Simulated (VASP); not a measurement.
Write the native input for VASP 6.6.1 that does the following.

```
Task                   : single point
Functional             : PBEsol
Potentials or basis    : VASP PAW PBE potentials, release 64 (Sn_d, O)
Cutoff                 : 520 eV
k mesh                 : 10 × 10 × 10
Occupations            : fermi-dirac, width 0.05 eV
Spin                   : no spin polarisation
Dipole correction      : no
Further INCAR settings : ALGO = Normal; EDIFF = 1e-06; NBANDS = 20
```

The structure of SnO2 lies in POSCAR:

```
SnO2
1.0
    1.6278026130      0.9398122768      4.8323855144
   -1.6278026130      0.9398122768      4.8323855144
    0.0000000000     -1.8796245536      4.8323855144
Sn O
1 2
Direct
    0.5000000000      0.5000000000      0.5000000000
    0.7628300000      0.7628300000      0.7628300000
    0.2371700000      0.2371700000      0.2371700000
```

The input as run:

INCAR

```
SYSTEM = SnO2
PREC = Accurate ; ENCUT = 520
EDIFF = 1E-6 ; ISMEAR = -1
SIGMA = 0.05 ; LREAL = .False.
LASPH = .True. ; NELM = 100
ALGO = Normal ; ISIF = 2
LWAVE = .False. ; LCHARG = .False.
GGA = PS ; NBANDS = 20
```

KPOINTS

```
Automatic mesh
0
Gamma
  10 10 10
  0 0 0
```

Potentials or basis: VASP PAW PBE potentials, release 64 (Sn_d, O).

Launch:

```bash
$ cat potpaw_PBE.64/Sn_d/POTCAR potpaw_PBE.64/O/POTCAR > POTCAR
$ mpirun -np 1 vasp_std > vasp.out
```

It gave:

```yaml
Pressure: -7.1 GPa
Largest_force: 0.541 eV/Å
Band_gap_on_the_k_mesh: 1.73 eV (least direct gap 1.83 eV)
```

Caveat: the cell stands under tension; the PAW data sets were made with another functional, which shifts forces and pressure a little; spin-orbit coupling is left out, which moves the levels of the heavy elements.

Run time: 4.5 min on 1 thread of Intel Xeon 8259CL, on a shared host, peak memory 0.29 GiB.
